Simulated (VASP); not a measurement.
Mo:

```
Mo
1.0
     0.00000    2.76083    2.76083
     2.76083    0.00000    2.76083
     2.76083    2.76083    0.00000
Mo
2
Direct
  0.12500 0.12500 0.12500
  0.87500 0.87500 0.87500
```

* Program: VASP 6.6.1
* Task: relaxation of cell and atoms
* Functional: PBEsol
* Potentials or basis: VASP PAW PBE potentials, release 64 (Mo_sv)
* Cutoff: 600 eV
* k mesh: 10 × 10 × 10
* Occupations: fermi-dirac, width 0.1 eV
* Spin: no spin polarisation

At the start: pressure 6.9 GPa; volume 21.04 Å³/atom.

**Question.** Where does the relaxation end?

**Answer.** Over 4 steps the energy falls by 23.6 meV/atom and the volume is 22.18 Å³/atom (+5.4 %); space group Fd-3m (No. 227, to 0.05 Å).

The path:
```
step  energy change (eV)  largest force (eV/Å)  pressure (GPa)  volume (Å³)
   1              0.0000                0.0000            6.91        42.09
   2              0.0415                0.0000           -7.62        47.86
   3             -0.0471                0.0000           -0.12        44.41
   4             -0.0471                0.0000           -0.03        44.37
```

Final structure:
```
Mo
1.0
     0.00000    2.80980    2.80980
     2.80980    0.00000    2.80980
     2.80980    2.80980    0.00000
Mo
2
Direct
  0.12500 0.12500 0.12500
  0.87500 0.87500 0.87500
```

Caveat: the PAW data sets were made with another functional, which shifts forces and pressure a little.
